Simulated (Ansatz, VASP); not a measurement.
## Two plane-wave programs on Cu5Mo

```
Cu Mo
1.0
     5.31902    0.00000    0.00000
     0.00000    5.31902    0.00000
     0.00000    0.00000    4.75059
Cu Mo
5 1
Direct
  0.20267 0.50000 0.00000
  0.79733 0.50000 0.00000
  0.50000 0.20267 0.00000
  0.50000 0.79733 0.00000
  0.00000 0.00000 0.50000
  0.00000 0.00000 0.00000
```

Alike in both runs: functional PBE; k mesh 3 × 3 × 4; occupations gaussian, width 0.2 eV; no spin polarisation.

Ansatz relaxed the structure, and its values are those at the end. VASP's run is a single point on that final structure, the one shown.

|  | VASP | Ansatz |
| --- | --- | --- |
| version | VASP 6.6.1 | Ansatz 0.2.0 |
| potentials or method | VASP PAW PBE potentials, release 64 (Cu, Mo_sv), cutoff 600 eV | scalar-relativistic, plane waves, PAW |
| valence electrons in the cell | 69 | 109 |

```csv
,VASP,Ansatz,Ansatz less VASP
gap on the k mesh at the Fermi level (eV),none,none,-
pressure (GPa),0.4,0.1,-0.29
rms of the force components (eV/Å),0.007,0.008,+0.0009
```

A gap of «none» marks a metal or a gap that the smearing closes. VASP's potentials hold 69 valence electrons a cell and Ansatz's 109, so a difference there can come from the potentials and not from the codes.

The k mesh is coarse, so the values compare programs but aren't converged.
